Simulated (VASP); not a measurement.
Crystal: RuS2 (CdI2 type).

```
Ru S
1.0
     3.26929    0.00000    0.00000
    -1.63464    2.83129    0.00000
     0.00000    0.00000    5.23086
Ru S
1 2
Direct
  0.00000 0.00000 0.00000
  0.33333 0.66667 0.25000
  0.66667 0.33333 0.75000
```

- Program: VASP 6.6.1
- Task: relaxation of cell and atoms
- Functional: PBE
- Potentials or basis: VASP PAW PBE potentials, release 64 (Ru_pv, S)
- Cutoff: 600 eV
- k mesh: 12 × 12 × 7
- Occupations: fermi-dirac, width 0.05 eV
- Spin: no spin polarisation

At the start: pressure 16.9 GPa; volume 16.14 Å³/atom.

How do energy, volume and symmetry change on relaxing?

Over 16 steps the energy falls by 94.2 meV/atom and the volume is 17.48 Å³/atom (+8.3 %); space group P-3m1 (No. 164, to 0.1 Å) before and after.

The path:
```csv
step,energy change (eV),largest force (eV/Å),pressure (GPa),volume (Å³)
1,0.0000,1.4554,16.92,48.42
2,0.3584,1.9470,-16.24,61.34
3,-0.2531,0.2453,-0.79,52.93
4,-0.2537,0.1864,-0.19,52.73
5,-0.2537,0.1596,0.08,52.64
6,-0.2688,0.0991,0.05,52.72
7,-0.2819,0.0107,-0.03,52.83
8,-0.2822,0.0293,-0.03,52.84
9,-0.2822,0.0253,-0.03,52.84
10,-0.2823,0.0147,-0.11,52.81
11,-0.2824,0.0174,-0.30,52.73
12,-0.2824,0.0162,-0.28,52.70
13,-0.2825,0.0117,-0.21,52.64
14,-0.2826,0.0038,-0.07,52.51
15,-0.2825,0.0122,0.22,52.25
16,-0.2826,0.0007,0.01,52.44
```

Final structure:
```
Ru S
1.0
     3.44022    0.00000    0.00000
    -1.72011    2.97932    0.00000
     0.00000    0.00000    5.11650
Ru S
1 2
Direct
  0.00000 0.00000 0.00000
  0.33333 0.66667 0.25347
  0.66667 0.33333 0.74653
```
